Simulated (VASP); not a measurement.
The system is KI.

```
CELL_PARAMETERS angstrom
0.00000 3.96589 3.96589
3.96589 0.00000 3.96589
3.96589 3.96589 0.00000
ATOMIC_POSITIONS crystal
K 0.00000 0.00000 0.00000
I 0.25000 0.25000 0.25000
```

Base run:

```yaml
Program: VASP 6.6.1
Functional: PBE
Potentials_or_basis: VASP PAW PBE potentials, release 64 (K_sv, I)
Cutoff: 520 eV
k_mesh: 4 × 4 × 4
Occupations: gaussian, width 0.01 eV
Spin: no spin polarisation
```

Its results: band gap on the k mesh 3.93 eV; pressure 0.2 GPa.

**Question.** After a change of settings the same cell gave: band gap on the k mesh 4.88 eV; pressure 0.1 GPa. Which change was it?
A. functional from PBE to PBE0; further incar settings from ALGO = Normal; EDIFF = 1e-07; NBANDS = 15 to ALGO = Normal; EDIFF = 1e-06; NBANDS = 15
B. functional from PBE to r2SCAN0; further incar settings from ALGO = Normal; EDIFF = 1e-07; NBANDS = 15 to ALGO = Normal; EDIFF = 1e-06; NBANDS = 15
C. functional from PBE to r2SCAN; k mesh from 4 × 4 × 4 to 6 × 6 × 6
D. functional from PBE to HSE06

**Answer.** D.

Caveats: spin-orbit coupling is left out, which moves the levels of the heavy elements; the PAW data sets were made with another functional, which shifts forces and pressure a little (at least some runs).
